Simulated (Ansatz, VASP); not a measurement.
**One calculation of TiN, two programs**

File INCAR:

```
PREC = Accurate
ENCUT = 520
EDIFF = 1E-6
ISMEAR = -1
SIGMA = 0.05
LREAL = F
LASPH = T
NELM = 100
ALGO = Normal
ISIF = 2
LWAVE = F
LCHARG = T
GGA = PS
LELF = T
LVHAR = T
NBANDS = 16
```

KPOINTS

```
regular mesh
0
Gamma
  17 17 17
```

POSCAR

```
TiN
1.0
    0.0000000000      2.1077579601      2.1077579601
    2.1077579601      0.0000000000      2.1077579601
    2.1077579601      2.1077579601      0.0000000000
Ti N
1 1
Direct
    0.0000000000      0.0000000000      0.0000000000
    0.5000000000      0.5000000000      0.5000000000
```

Input for Ansatz:

```yaml
crystal:
  lattice:
    - [0.0, 2.1077579601, 2.1077579601]
    - [2.1077579601, 0.0, 2.1077579601]
    - [2.1077579601, 2.1077579601, 0.0]
  atoms:
    - { symbol: Ti, position: [0.0, 0.0, 0.0] }
    - { symbol: "N", position: [0.5, 0.5, 0.5] }
kpoints:
  mp_grid: { grid: [17, 17, 17] }
  band_path:
    path:
      - [0.0, 0.0, 0.0]
      - [0.5, 0.0, 0.5]
      - [0.625, 0.25, 0.625]
      - [0.375, 0.375, 0.75]
      - [0.0, 0.0, 0.0]
      - [0.5, 0.5, 0.5]
      - [0.5, 0.25, 0.75]
      - [0.5, 0.0, 0.5]
    npoints: 5
scf:
  occupations: { method: fermi_dirac, width: 0.05 }
hamiltonian:
  xc: pbesol
  pseudopotentials: { kind: all_electron, lapw: { basis_error: 0.0005 } }
output:
  forces: true
  stress: true
  eigenvalues: true
```

Change from the starting cell: volume scaled by 0.98.

Alike in both runs: task single point; functional PBEsol; k mesh 17 × 17 × 17; occupations fermi-dirac, width 0.05 eV; no spin polarisation.

```csv
,VASP,Ansatz
version,VASP 6.6.1,Ansatz 0.2.0
potentials or method,"VASP PAW PBE potentials, release 64 (Ti_sv, N), cutoff 520 eV","all-electron LAPW, scalar-relativistic"
```

|  | VASP | Ansatz | Ansatz less VASP |
| --- | --- | --- | --- |
| pressure (GPa) | -2.0 | -2.4 | -0.46 |

VASP's potentials were made for PBE, not for PBEsol. Ansatz ran all-electron here, and VASP with PAW potentials.
